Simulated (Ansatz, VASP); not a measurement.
## Two plane-wave programs on ScAl3

Contents of INCAR:

```
SYSTEM = ScAl3
  ALGO = Fast
  EDIFF = 1E-7
  ENCUT = 520
  GGA = PS
  ISIF = 2
  ISMEAR = 0
  LASPH = .TRUE.
  LCHARG = .FALSE.
  LREAL = .FALSE.
  LWAVE = .FALSE.
  NBANDS = 18
  NELM = 60
  PREC = Accurate
  SIGMA = 0.15
```

KPOINTS

```
k-points
0
G
  16 16 16
  0 0 0
```

POSCAR

```
ScAl3
1.0
   -1.9358667226      1.9358667226      4.3698183015
    1.9358667226     -1.9358667226      4.3698183015
    1.9358667226      1.9358667226     -4.3698183015
Sc Al
1 3
Direct
    0.0000000000      0.0000000000      0.0000000000
    0.7500000000      0.2500000000      0.5000000000
    0.2500000000      0.7500000000      0.5000000000
    0.5000000000      0.5000000000      0.0000000000
```

Input for Ansatz:

```yaml
crystal:
  lattice:
    - [-1.9358667226, 1.9358667226, 4.3698183015]
    - [1.9358667226, -1.9358667226, 4.3698183015]
    - [1.9358667226, 1.9358667226, -4.3698183015]
  atoms:
    - { symbol: Sc, position: [0.0, 0.0, 0.0] }
    - { symbol: Al, position: [0.75, 0.25, 0.5] }
    - { symbol: Al, position: [0.25, 0.75, 0.5] }
    - { symbol: Al, position: [0.5, 0.5, 0.0] }
basis:
  ecutwfc: 420
kpoints:
  mp_grid: { grid: [16, 16, 16] }
hamiltonian:
  xc: pbesol
scf:
  occupations: { method: gaussian, width: 0.15 }
output:
  forces: true
  stress: true
  eigenvalues: true
```

Change from the starting cell: strain -0.0300 x Voigt [1, 1, 0, 0, 0, 0], atoms carried along.

Alike in both runs: task single point; functional PBEsol; k mesh 16 × 16 × 16; occupations gaussian, width 0.15 eV; no spin polarisation.

|  | VASP | Ansatz |
| --- | --- | --- |
| version | VASP 6.6.1 | Ansatz 0.2.0 |
| potentials or method | VASP PAW PBE potentials, release 64 (Sc_sv, Al), cutoff 520 eV | scalar-relativistic, plane waves, PAW |
| valence electrons in the cell | 20 | 20 |

```tsv
	VASP	Ansatz	Ansatz less VASP
gap on the k mesh at the Fermi level (eV)	none	none	-
pressure (GPa)	6.4	6.2	-0.15
traceless stress, the component that is largest in VASP (GPa)	-3.35	-3.34	+0.011
```

VASP's potentials were made for PBE, not for PBEsol. A gap of «none» marks a metal or a gap that the smearing closes.
